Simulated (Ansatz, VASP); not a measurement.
**Two plane-wave programs on InSb**

Contents of POSCAR:

```
InSb
1.0
    0.0000000000      3.2395000000      3.2395000000
    3.2395000000      0.0000000000      3.2395000000
    3.2395000000      3.2395000000      0.0000000000
In Sb
1 1
Direct
    0.0000000000      0.0000000000      0.0000000000
    0.2500000000      0.2500000000      0.2500000000
```

The input INCAR.step1:

```
SYSTEM = InSb
PREC = Accurate ; ENCUT = 400
EDIFF = 1E-5 ; ISMEAR = 0
SIGMA = 0.01 ; LREAL = .False.
LASPH = .True. ; NELM = 120
ALGO = Normal ; ISIF = 2
LWAVE = .True. ; LCHARG = .False.
NBANDS = 16 ; GGA = PE
GGA_COMPAT = .False.
```

The input INCAR.step2:

```
SYSTEM = InSb
PREC = Accurate ; ENCUT = 400
EDIFF = 1E-6 ; ISMEAR = 0
SIGMA = 0.01 ; LREAL = .False.
LASPH = .True. ; NELM = 120
ALGO = Normal ; ISIF = 2
LWAVE = .False. ; LCHARG = .False.
GGA = PE ; LHFCALC = .True.
HFSCREEN = 0.2079 ; PRECFOCK = Normal
NBANDS = 16 ; ISTART = 1
GGA_COMPAT = .False.
```

KPOINTS

```
Automatic mesh
0
Gamma
  4 4 4
  0 0 0
```

Input for Ansatz:

```yaml
crystal:
  lattice:
    - [0.0, 3.2395, 3.2395]
    - [3.2395, 0.0, 3.2395]
    - [3.2395, 3.2395, 0.0]
  atoms:
    - { symbol: In, position: [0.0, 0.0, 0.0] }
    - { symbol: Sb, position: [0.25, 0.25, 0.25] }
basis:
  ecutwfc: 420
kpoints:
  mp_grid: { grid: [4, 4, 4] }
  band_path:
    path:
      - [0.0, 0.0, 0.0]
      - [0.0, 0.0, 0.0]
      - [0.4099456008, 0.4099456008, 0.0]
      - [0.5, 0.5, 0.5]
    npoints: 1
hamiltonian:
  xc: hse06
scf:
  occupations: { method: gaussian, width: 0.01 }
  n_extra_bands: 5
output:
  eigenvalues: true
```

Alike in both runs: task single point; functional HSE06; k mesh 4 × 4 × 4; occupations gaussian, width 0.01 eV; no spin polarisation.

|  | VASP | Ansatz |
| --- | --- | --- |
| version | VASP 6.6.1 | Ansatz 0.2.0 |
| potentials or method | VASP PAW PBE potentials, release 64 (In_d, Sb), cutoff 400 eV | scalar-relativistic, plane waves, PAW |
| valence electrons in the cell | 18 | 28 |

VASP gave:

```
gap on the k mesh at the Fermi level (eV) : 0.56
least direct gap on the mesh (eV)         : 0.56
```

What did Ansatz give for the same quantities?

gap on the k mesh at the Fermi level (eV): 0.54; least direct gap on the mesh (eV): 0.54.

VASP's potentials hold 18 valence electrons a cell and Ansatz's 28, so a difference there can come from the potentials and not from the codes.

Neither program's run includes spin-orbit coupling.
